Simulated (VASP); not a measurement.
A run of VASP 6.6.1 is set up as follows.

Contents of INCAR:

```
  PREC = Accurate
  ENCUT = 520
  EDIFF = 1E-8
  ISMEAR = -1
  SIGMA = 0.05
  LREAL = F
  LASPH = T
  NELM = 60
  ALGO = Normal
  ISIF = 2
  LWAVE = F
  LCHARG = F
  GGA = PE
  LEFG = T
  NBANDS = 8
```

File KPOINTS:

```
regular mesh
0
Gamma
  12 12 12
```

File POSCAR:

```
Sb
1.0
    0.0000000000      2.3353324258      2.3353324258
    2.3353324258      0.0000000000      2.3353324258
    2.3353324258      2.3353324258      0.0000000000
Sb
1
Direct
    0.0000000000      0.0000000000      0.0000000000
```

Potentials or basis: VASP PAW PBE potentials, release 64 (Sb).

The run is started by

```sh
$ cat potpaw_PBE.64/Sb/POTCAR > POTCAR
$ mpirun -np 1 vasp_std > vasp.out
```

Q: Estimate the pressure.

A: 5.2 GPa.

Caveat: without QUAD_EFG the Cq values of the log hold for a quadrupole moment of 1 mb, not for the nuclei.
